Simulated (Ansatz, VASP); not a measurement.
**One calculation of KF, two programs**

Contents of INCAR:

```
SYSTEM = KF
PREC     = Accurate       ! precision mode
ENCUT    = 520            ! plane-wave cutoff, eV
EDIFF    = 1E-7           ! SCF threshold, eV
ISMEAR   = 0              ! smearing method
SIGMA    = 0.05           ! smearing width, eV
LREAL    = .False.        ! projectors in reciprocal space
LASPH    = .True.         ! aspherical terms in the spheres
NELM     = 100            ! most SCF steps
ALGO     = Normal         ! electronic algorithm
ISIF     = 2              ! what is computed and relaxed
LWAVE    = .False.        ! write WAVECAR
LCHARG   = .False.        ! write CHGCAR
GGA      = PE             ! functional
NBANDS   = 15             ! bands
```

The input KPOINTS:

```
Automatic mesh
0
Gamma
  8 8 8
  0 0 0
```

File POSCAR:

```
KF
1.0
   -0.2005125000      2.6735000000      2.6735000000
    2.4729875000      0.0000000000      2.4729875000
    2.6735000000      2.6735000000     -0.2005125000
K F
1 1
Direct
    0.0000000000      0.0000000000      0.0000000000
    0.5000000000      0.5000000000      0.5000000000
```

Input for Ansatz:

```yaml
crystal:
  lattice:
    - [-0.2005125, 2.6735, 2.6735]
    - [2.4729875, 0.0, 2.4729875]
    - [2.6735, 2.6735, -0.2005125]
  atoms:
    - { symbol: K, position: [0.0, 0.0, 0.0] }
    - { symbol: F, position: [0.5, 0.5, 0.5] }
basis:
  ecutwfc: 420
kpoints:
  mp_grid: { grid: [8, 8, 8] }
hamiltonian:
  xc: pbe
scf:
  occupations: { method: gaussian, width: 0.05 }
output:
  forces: true
  stress: true
  eigenvalues: true
```

Change from the starting cell: strain -0.1500 x Voigt [0, 0, 0, 0, 1, 0], atoms carried along.

Alike in both runs: task single point; functional PBE; k mesh 8 × 8 × 8; occupations gaussian, width 0.05 eV; no spin polarisation.

```csv
,VASP,Ansatz
version,VASP 6.6.1,Ansatz 0.2.0
potentials or method,"VASP PAW PBE potentials, release 64 (K_sv, F), cutoff 520 eV","scalar-relativistic, plane waves, PAW"
valence electrons in the cell,16,16
```

|  | VASP | Ansatz | Ansatz less VASP |
| --- | --- | --- | --- |
| gap on the k mesh at the Fermi level (eV) | 6.01 | 6.03 | +0.016 |
| least direct gap on the mesh (eV) | 6.01 | 6.03 | +0.016 |
| pressure (GPa) | 1.3 | 1.2 | -0.04 |
| traceless stress, the component that is largest in VASP (GPa) | 2.04 | 2.07 | +0.025 |

With one functional, cell and mesh, what is left measures potentials, basis and numerics.
